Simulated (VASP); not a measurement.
# In5O (R-3m) in VASP: a series of runs

The runs below take In5O through single point, with PBE.

Everything below comes from runs of VASP 6.6.1. Logs are shortened: lines on timing, memory, paths and dates and some standing lists are left out, and cuts for length are marked.

## (1) The cell of the first run

The structure is trigonal, space group R-3m (No. 166). Conventional cell: a = 6.797 Å, b = 6.797 Å, c = 10.899 Å, α = 90.00°, β = 90.00°, γ = 120.00°. Within 3.5 Å of In (site symmetry 2/m) lie 2 O at 2.67 Å and 6 In at 2.97 to 3.40 Å. In (site symmetry 3m) has 10 In at 2.79 to 3.67 Å within 3.7 Å. O (site symmetry -3m) has 6 In at 2.67 Å within 3.5 Å.

The cell was built from a structure type or drawn by symmetry, and may not be a known phase.

## (2) Single point, PBE

Input file INCAR:

```
SYSTEM = In5O
PREC = Accurate
ENCUT = 520
EDIFF = 1E-7
ISMEAR = 0
SIGMA = 0.1
LREAL = .False.
LASPH = .True.
NELM = 100
ALGO = Normal
ISIF = 2
LWAVE = .False.
LCHARG = .True.
GGA = PE
LELF = .True.
LVHAR = .True.
NBANDS = 44
```

Input file KPOINTS:

```
regular mesh
0
Gamma
  6 6 6
  0 0 0
```

Input file POSCAR:

```
In5O
1.0
    3.3985414637      1.9621488289      3.6330387662
   -3.3985414637      1.9621488289      3.6330387662
    0.0000000000     -3.9242976579      3.6330387662
In O
5 1
Direct
    0.5000000000      0.0000000000      0.5000000000
    0.5000000000      0.5000000000      0.0000000000
    0.0000000000      0.5000000000      0.5000000000
    0.8718105723      0.8718105723      0.8718105723
    0.1281894277      0.1281894277      0.1281894277
    0.5000000000      0.5000000000      0.5000000000
```

Potentials or basis: VASP PAW PBE potentials, release 64 (In_d, O).

The run is started by

```
$ cat potpaw_PBE.64/In_d/POTCAR potpaw_PBE.64/O/POTCAR > POTCAR
$ mpirun -np 1 vasp_std > vasp.out
```

OUTCAR:

```text
SYSTEM = In5O
   PREC = Accurate
   ENCUT = 520
   EDIFF = 1E-7
   ISMEAR = 0
   LREAL = .False.
   LASPH = .True.
   NELM = 100
   ISIF = 2
   GGA = PE

 ion  position               nearest neighbor table
   1  0.500  0.000  0.500-   6 2.67   6 2.67   4 2.97   5 2.97   3 3.40   3 3.40   2 3.40   2 3.40
                             5 3.67   4 3.67   4 3.67   5 3.67
   2  0.500  0.500  0.000-   6 2.67   6 2.67   4 2.97   5 2.97   3 3.40   1 3.40   1 3.40   3 3.40
                             5 3.67   4 3.67   5 3.67   4 3.67
   3  0.000  0.500  0.500-   6 2.67   6 2.67   4 2.97   5 2.97   1 3.40   1 3.40   2 3.40   2 3.40
                             4 3.67   5 3.67   4 3.67   5 3.67
   4  0.872  0.872  0.872-   5 2.79   2 2.97   3 2.97   1 2.97   2 3.67   2 3.67   1 3.67   3 3.67
                             1 3.67   3 3.67   5 4.01   5 4.01   5 4.01
   5  0.128  0.128  0.128-   4 2.79   2 2.97   3 2.97   1 2.97   2 3.67   2 3.67   1 3.67   3 3.67
                             1 3.67   3 3.67   4 4.01   4 4.01   4 4.01
   6  0.500  0.500  0.500-   1 2.67   3 2.67   1 2.67   3 2.67   2 2.67   2 2.67

  LATTYP: Found a trigonal (rhomboedric) cell.
 ALAT       =     5.3478110273
 COS(alpha) =     0.1922759084

  Lattice vectors:

 A1 = (   3.3985414637,   1.9621488289,   3.6330387662)
 A2 = (  -3.3985414637,   1.9621488289,   3.6330387662)
 A3 = (   0.0000000000,  -3.9242976579,   3.6330387662)

Analysis of symmetry for initial positions (statically):
=====================================================================
 Subroutine PRICEL returns:
 Original cell was already a primitive cell.

 Routine SETGRP: Setting up the symmetry group for a
 trigonal (rhombohedral) supercell.

 Subroutine GETGRP returns: Found 12 space group operations
 (whereof 12 operations were pure point group operations)
 out of a pool of 12 trial point group operations.

The static configuration has the point symmetry D_3d.

Analysis of symmetry for dynamics (positions and initial velocities):
=====================================================================
 Subroutine PRICEL returns:
 Original cell was already a primitive cell.

 Routine SETGRP: Setting up the symmetry group for a
 trigonal (rhombohedral) supercell.

 Subroutine GETGRP returns: Found 12 space group operations
 (whereof 12 operations were pure point group operations)
 out of a pool of 12 trial point group operations.

The dynamic configuration has the point symmetry D_3d.

 Subroutine INISYM returns: Found 12 space group operations
 (whereof 12 operations are pure point group operations),
 and found     1 'primitive' translations

----------------------------------------------------------------------------------------

                                     Primitive cell

  volume of cell :     145.3603

  direct lattice vectors                    reciprocal lattice vectors
     3.398541464  1.962148829  3.633038766     0.147121936  0.084940889  0.091750558
    -3.398541464  1.962148829  3.633038766    -0.147121936  0.084940889  0.091750558
     0.000000000 -3.924297658  3.633038766     0.000000000 -0.169881779  0.091750558

  length of vectors
     5.347811027  5.347811027  5.347811027     0.193075073  0.193075073  0.193075073

  position of ions in fractional coordinates (direct lattice)
     0.500000000  0.000000000  0.500000000
     0.500000000  0.500000000  0.000000000
     0.000000000  0.500000000  0.500000000
     0.871810572  0.871810572  0.871810572
     0.128189428  0.128189428  0.128189428
     0.500000000  0.500000000  0.500000000

  ion indices of the primitive-cell ions
   primitive index   ion index
                 1           1
                 2           2
                 3           3
                 4           4
                 5           5
                 6           6

----------------------------------------------------------------------------------------

 KPOINTS: regular mesh

Automatic generation of k-mesh.
 Grid dimensions read from file:
 generate k-points for:    6    6    6

 Generating k-lattice:

  Cartesian coordinates                     Fractional coordinates (reciprocal lattice)
     0.024520323  0.014156815  0.015291760     0.166666667  0.000000000 -0.000000000
    -0.024520323  0.014156815  0.015291760     0.000000000  0.166666667 -0.000000000
     0.000000000 -0.028313630  0.015291760     0.000000000  0.000000000  0.166666667

  Length of vectors
     0.032179179  0.032179179  0.032179179

  Shift w.r.t. Gamma in fractional coordinates (k-lattice)
     0.000000000  0.000000000  0.000000000

 Subroutine IBZKPT returns following result:
 ===========================================

 Found     32 irreducible k-points:

 Following reciprocal coordinates:
            Coordinates               Weight
  0.000000  0.000000  0.000000      1.000000
  0.166667  0.000000  0.000000      6.000000
  0.333333 -0.000000  0.000000      6.000000
  0.500000  0.000000  0.000000      3.000000
  0.166667  0.166667  0.000000      6.000000
  0.333333  0.166667  0.000000     12.000000
[... 16 lines left out ...]
  0.500000  0.500000  0.166667      6.000000
 -0.333333  0.500000  0.166667     12.000000
 [... further k-points ...]
   k-points           NKPTS =     32   k-points in BZ     NKDIM =     32   number of bands    NBANDS=     44
   number of dos      NEDOS =    301   number of ions     NIONS =      6
   total plane-waves  NPLWV =  64000
   dimension x,y,z NGX =    40 NGY =   40 NGZ =   40
   dimension x,y,z NGXF=    80 NGYF=   80 NGZF=   80
   ions per type =               5   1
   NGX,Y,Z   is equivalent  to a cutoff of  12.43, 12.43, 12.43 a.u.
   NGXF,Y,Z  is equivalent  to a cutoff of  24.87, 24.87, 24.87 a.u.
 SYSTEM =  In5O
   PREC   = accura    normal or accurate (medium, high low for compatibility)
   ISTART =      0    job   : 0-new  1-cont  2-samecut
   ICHARG =      2    charge: 1-file 2-atom 10-const
   ISPIN  =      1    spin polarized calculation?
   LNONCOLLINEAR =      F non collinear calculations
   LSORBIT =      F    spin-orbit coupling
   LASPH  =      T    aspherical Exc in radial PAW
   ENCUT  =  520.0 eV  38.22 Ry    6.18 a.u.   9.94  9.94  9.94*2*pi/ulx,y,z
   NELM   =    100;   NELMIN=  2; NELMDL= -5     # of ELM steps
   EDIFF  = 0.1E-06   stopping-criterion for ELM
   LREAL  =      F    real-space projection
   EDIFFG = 0.1E-05   stopping-criterion for IOM
   NSW    =      0    number of steps for IOM
   IBRION =     -1    ionic relax: 0-MD 1-quasi-New 2-CG
   NFREE  =      0    steps in history (QN), initial steepest desc. (CG)
   ISIF   =      2    stress and relaxation
   ISYM   =      2    0-nonsym 1-usesym 2-fastsym
   POTIM  = 0.5000    time-step for ionic-motion
   TEBEG  =    0.0;   TEEND  =   0.0 temperature during run
   PSTRESS=    0.0 pullay stress
   NELECT =      71.0000    total number of electrons
   NUPDOWN=      -1.0000    fix difference up-down
   EMIN   =  10.00;   EMAX   =-10.00  energy-range for DOS
   EFERMI =   0.00;   METHOD = LEGACY
   ISMEAR =     0;   SIGMA  =   0.10  broadening in eV -4-tet -1-fermi 0-gaus
   EFERMI_NEDOS =   21; number of points for ismear=-14 and -15
   IALGO  =     38    algorithm
   IMIX   =      4    mixing-type and parameters
     AMIX     =   0.40;   BMIX     =  1.00
     AMIX_MAG =   1.60;   BMIX_MAG =  1.00
  volume/ion in A,a.u.               =      24.23       163.49
  Fermi-wavevector in a.u.,A,eV,Ry     =   1.289275  2.436377 22.616025  1.662231
  Thomas-Fermi vector in A             =   2.421178
   LORBIT       =      0    0 simple, 1 ext, 2 COOP (PROOUT), +10 PAW based schemes
   GGA     = PE    functional components
   LHFCALC =     F    Hartree Fock is set to
   AEXX    =    0.0000 exact exchange contribution
   IVDW    =     0    specifies the selected vdW correction
   LEPSILON=     F    determine dielectric tensor
   LRPA    =     F    only Hartree local field effects (RPA)
 non-spin polarized calculation
 Gauss-broadening in eV      SIGMA  =   0.10
  energy-cutoff  :      520.00
  volume of cell :      145.36
 maximum number of plane-waves:      3950
   NGX = 19   NGY = 19   NGZ = 19

 number of electron      70.9999982 magnetization

 Free energy of the ion-electron system (eV)
  ---------------------------------------------------
  ext. energy  EPLUGINS =         0.00000000
  ---------------------------------------------------
  free energy    TOTEN  =       -18.30256928 eV

  energy without entropy =      -18.29254747  energy(sigma->0) =      -18.29755838

 E-fermi :   6.5816     XC(G=0): -10.0330

 val. band max:        6.5726707522   @ k =   0.5000   0.1667   0.1667
 cond. band min:       6.6443596677   @ k =   0.1667   0.1667   0.0000
 fundamental gap:      0.0716889155
 Fermi energy:         6.5816222817

 k-point     1 :       0.0000    0.0000    0.0000
  band No.  band energies     occupation
      1     -10.2425      2.00000
      2      -8.5280      2.00000
      3      -8.2529      2.00000
      4      -8.2529      2.00000
      5      -8.2441      2.00000
      6      -8.2441      2.00000
[... 36 lines left out ...]
     43      11.5119      0.00000
     44      11.8715      0.00000

 k-point     2 :       0.1667    0.0000    0.0000
  band No.  band energies     occupation
      1     -10.2241      2.00000
      2      -8.5136      2.00000
      3      -8.3129      2.00000
      4      -8.2834      2.00000
      5      -8.2336      2.00000
      6      -8.2021      2.00000
[... 36 lines left out ...]
     43      10.7586      0.00000
     44      11.7083      0.00000

 k-point     3 :       0.3333   -0.0000    0.0000
  band No.  band energies     occupation
      1     -10.1861      2.00000
      2      -8.4798      2.00000
      3      -8.3600      2.00000
      4      -8.3241      2.00000
      5      -8.2179      2.00000
      6      -8.1717      2.00000
[... 36 lines left out ...]
     43      11.4298      0.00000
     44      11.5402      0.00000

 k-point     4 :       0.5000    0.0000    0.0000
  band No.  band energies     occupation
      1     -10.1665      2.00000
      2      -8.4586      2.00000
      3      -8.3769      2.00000
      4      -8.3437      2.00000
      5      -8.2075      2.00000
      6      -8.1567      2.00000
[... 882 lines left out ...]
     43      10.8664      0.00000
     44      11.8837      0.00000

 k-point    23 :       0.5000    0.5000    0.1667
  band No.  band energies     occupation
      1     -10.0673      2.00000
      2      -8.4740      2.00000
      3      -8.3641      2.00000
      4      -8.3033      2.00000
      5      -8.1998      2.00000
      6      -8.1457      2.00000
[... 36 lines left out ...]
     43      11.8353      0.00000
     44      12.4703      0.00000

 k-point    24 :      -0.3333    0.5000    0.1667
  band No.  band energies     occupation
      1     -10.0876      2.00000
      2      -8.4824      2.00000
      3      -8.3474      2.00000
      4      -8.2923      2.00000
      5      -8.2126      2.00000
      6      -8.1614      2.00000
[... 36 lines left out ...]
     43      11.4575      0.00000
     44      12.1266      0.00000

 [... further k-points ...]

------------------------ aborting loop because EDIFF is reached ----------------------------------------

  FORCE on cell =-STRESS in cart. coord.  units (eV):
  Direction    XX          YY          ZZ          XY          YZ          ZX
  --------------------------------------------------------------------------------------
  -------------------------------------------------------------------------------------
  Total       -0.0323914     -0.0323914     -0.0219915      0.0000000      0.0000000      0.0000000
  in kB       -0.3570220     -0.3570220     -0.2423925      0.0000000      0.0000000      0.0000000
  external PRESSURE =      -0.3188122 kB  Pullay stress =       0.0000000 kB

 VOLUME and BASIS-vectors are now :
 -----------------------------------------------------------------------------
  energy-cutoff  :      520.00
  volume of cell :      145.36
      direct lattice vectors                 reciprocal lattice vectors
     3.398541464  1.962148829  3.633038766     0.147121936  0.084940889  0.091750558
    -3.398541464  1.962148829  3.633038766    -0.147121936  0.084940889  0.091750558
     0.000000000 -3.924297658  3.633038766     0.000000000 -0.169881779  0.091750558

 POSITION                                       TOTAL-FORCE (eV/Angst)
 -----------------------------------------------------------------------------------
      1.69927     -0.98107      3.63304         0.000000     -0.000000      0.000000
      0.00000      1.96215      3.63304         0.000000     -0.000000      0.000000
     -1.69927     -0.98107      3.63304        -0.000000     -0.000000      0.000000
      0.00000     -0.00000      9.50196         0.000000     -0.000000      0.000295
      0.00000     -0.00000      1.39715         0.000000      0.000000     -0.000295
      0.00000     -0.00000      5.44956         0.000000     -0.000000      0.000000
 -----------------------------------------------------------------------------------
    total drift:                                0.000000      0.000000     -0.000000

  FREE ENERGIE OF THE ION-ELECTRON SYSTEM (eV)
  ---------------------------------------------------
  free  energy   TOTEN  =       -18.3025692848 eV

  energy  without entropy=      -18.2925474720  energy(sigma->0) =      -18.29755838
```

Run time: 3.5 min. Hardware: 1 thread of Intel Xeon Platinum 8559C (Emerald Rapids), shared host; peak memory 0.32 GiB.

Results:

```yaml
Free_energy: -18.3026 eV
Pressure: 0.0 GPa
Band_gap_on_the_k_mesh: zero (an odd number of electrons rules out a gap without spin polarisation)
```

Caveat: spin-orbit coupling is left out, which moves the levels of the heavy elements; an odd number of electrons without spin polarisation forces a metal; a magnetic or distorted state may lie lower.

(Continued in part 2 of 2.)
